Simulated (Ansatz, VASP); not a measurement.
CdS in VASP and in Ansatz

```
Cd S
1.0
     4.15000    0.00000    0.00000
    -2.07500    3.59401    0.00000
     0.00000    0.00000    6.73700
Cd S
2 2
Direct
  0.33333 0.66667 0.99897
  0.66667 0.33333 0.49897
  0.33333 0.66667 0.37603
  0.66667 0.33333 0.87603
```

Alike in both runs: functional PBE; k mesh 8 × 8 × 4; occupations fermi-dirac, width 0.02 eV; no spin polarisation.

Ansatz relaxed the structure, and its values are those at the end. VASP's run is a single point on that final structure, the one shown.

|  | VASP | Ansatz |
| --- | --- | --- |
| version | VASP 6.6.1 | Ansatz 0.2.0 |
| potentials or method | VASP PAW PBE potentials, release 64 (Cd, S) | plane-wave PAW, scalar-relativistic |
| plane-wave cutoff (eV) | 520 | 420 |
| valence electrons in the cell | 36 | 52 |

```csv
,VASP,Ansatz,Ansatz less VASP
gap on the k mesh at the Fermi level (eV),1.20,1.20,-0.003
pressure (GPa),2.4,2.1,-0.34
```

VASP's potentials hold 36 valence electrons a cell and Ansatz's 52, so a difference there can come from the potentials and not from the codes. Ansatz's warnings: stress scf threshold loose.
